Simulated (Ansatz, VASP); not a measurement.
## One calculation of Au, two programs

The input INCAR:

```
SYSTEM = Au
PREC = Accurate
ENCUT = 520
EDIFF = 1E-6
ISMEAR = 0
SIGMA = 0.1
LREAL = .False.
LASPH = .True.
NELM = 100
ALGO = Normal
ISIF = 2
LWAVE = .False.
LCHARG = .True.
GGA = PE
LELF = .True.
LVHAR = .True.
NBANDS = 12
```

Contents of KPOINTS:

```
Automatic mesh
0
Gamma
  18 18 18
  0 0 0
```

Contents of POSCAR:

```
Au
1.0
   -1.5995702419      1.5995702419      1.5995702419
    1.5995702419     -1.5995702419      1.5995702419
    1.5995702419      1.5995702419     -1.5995702419
Au
1
Direct
    0.0000000000      0.0000000000      0.0000000000
```

Input for Ansatz:

```yaml
crystal:
  lattice:
    - [-1.5995702419, 1.5995702419, 1.5995702419]
    - [1.5995702419, -1.5995702419, 1.5995702419]
    - [1.5995702419, 1.5995702419, -1.5995702419]
  atoms:
    - { symbol: Au, position: [0.0, 0.0, 0.0] }
basis:
  ecutwfc: 420
kpoints:
  mp_grid: { grid: [18, 18, 18] }
hamiltonian:
  xc: pbe
scf:
  occupations: { method: gaussian, width: 0.1 }
output:
  forces: true
  stress: true
  eigenvalues: true
```

Alike in both runs: task single point; functional PBE; k mesh 18 × 18 × 18; occupations gaussian, width 0.1 eV; no spin polarisation.

|  | VASP | Ansatz |
| --- | --- | --- |
| version | VASP 6.6.1 | Ansatz 0.2.0 |
| potentials or method | VASP PAW PBE potentials, release 64 (Au), cutoff 520 eV | scalar-relativistic, plane waves, PAW |
| valence electrons in the cell | 11 | 19 |

VASP gave:

- gap on the k mesh at the Fermi level (eV): none
- pressure (GPa): 17.1

Problem. Estimate Ansatz's values.

Solution. gap on the k mesh at the Fermi level (eV): none; pressure (GPa): 17.5.

A gap of «none» marks a metal or a gap that the smearing closes. With one functional, cell and mesh, what is left measures potentials, basis and numerics. VASP's potentials hold 11 valence electrons a cell and Ansatz's 19, so a difference there can come from the potentials and not from the codes.

Neither program's run includes spin-orbit coupling.
